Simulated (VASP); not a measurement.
Set up this calculation in VASP 6.6.1, as the native input.

* Task: relaxation of cell and atoms
* Functional: PBE
* Potentials or basis: VASP PAW PBE potentials, release 64 (Ni)
* Cutoff: 600 eV
* k mesh: 13 × 13 × 13
* Occupations: fermi-dirac, width 0.05 eV
* Spin: collinear spin, ferromagnetic start
* Starting moments: [1.0] μB
* Dipole correction: no
* Further INCAR settings: ALGO = Normal; EDIFF = 1e-06; IBRION = 2; EDIFFG = -0.01; NSW = 60; ISIF = 3

The structure of Ni lies in POSCAR:

```
Ni
1.0
    0.0000000000      1.7375729330      1.7375729330
    1.7375729330      0.0000000000      1.7375729330
    1.7375729330      1.7375729330      0.0000000000
Ni
1
Direct
    0.0000000000      0.0000000000      0.0000000000
```

One way to write it, as run:

INCAR

```
PREC = Accurate
ENCUT = 600
EDIFF = 1E-6
ISMEAR = -1
SIGMA = 0.05
LREAL = F
LASPH = T
NELM = 150
ALGO = Normal
ISIF = 3
LWAVE = F
LCHARG = F
ISPIN = 2
MAGMOM = 1
LORBIT = 11
LMAXMIX = 4
GGA = PE
IBRION = 2
NSW = 60
EDIFFG = -0.01
```

KPOINTS

```
Automatic mesh
0
Gamma
  13 13 13
```

Potentials or basis: VASP PAW PBE potentials, release 64 (Ni).

Launch:

```console
$ cat potpaw_PBE.64/Ni/POTCAR > POTCAR
$ mpirun -np 1 vasp_std > vasp.out
```

It gave:

| Quantity | Value |
| --- | --- |
| Relaxed volume | 10.88 Å³/atom |
| Relaxed cell | a = 2.487 Å, b = 2.487 Å, c = 2.487 Å, α = 60.00°, β = 60.00°, γ = 60.00° |
| Space group after relaxing (to 0.1 Å) | Fm-3m (No. 225) |
| Energy gained by relaxing | 9.1 meV/atom |
| Ionic steps | 3 |
| Pressure after relaxing | 0.0 GPa |
| Net moment | 0.63 μB per cell |
| Site moments | Ni +0.64 μB |
| Valence electrons inside the program's atomic spheres | Ni 9.31 |

It took 67 s on 1 thread of Intel Xeon 8259CL, on a shared host, peak memory 0.15 GiB.
